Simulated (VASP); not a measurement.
Here is a VASP 6.6.1 calculation.

INCAR

```
SYSTEM = GaAs
ALGO = Normal ; EDIFF = 1E-6
ENCUT = 500 ; GGA = PE
GGA_COMPAT = .FALSE. ; ISIF = 2
ISMEAR = -1 ; LASPH = .TRUE.
LCHARG = .TRUE. ; LELF = .TRUE.
LREAL = .FALSE. ; LVHAR = .TRUE.
LWAVE = .FALSE. ; NBANDS = 16
NELM = 120 ; PREC = Accurate
SIGMA = 0.01
```

KPOINTS

```
k-points
0
G
  6 6 6
  0 0 0
```

POSCAR

```
GaAs
1.0
    0.0000000000      2.8324871021      2.8324871021
    2.8324871021      0.0000000000      2.8324871021
    2.8324871021      2.8324871021      0.0000000000
Ga As
1 1
Direct
    0.0000000000      0.0000000000      0.0000000000
    0.7499999995      0.7499999995      0.7499999995
```

Potentials or basis: VASP PAW PBE potentials, release 64 (Ga_d, As).

Run with:

```console
$ cat potpaw_PBE.64/Ga_d/POTCAR potpaw_PBE.64/As/POTCAR > POTCAR
$ mpirun -np 1 vasp_std > vasp.out
```

Question: Estimate the pressure.

Answer: 3.0 GPa.

Question: Estimate the band gap on the k mesh.

Answer: 0.47 eV, direct.
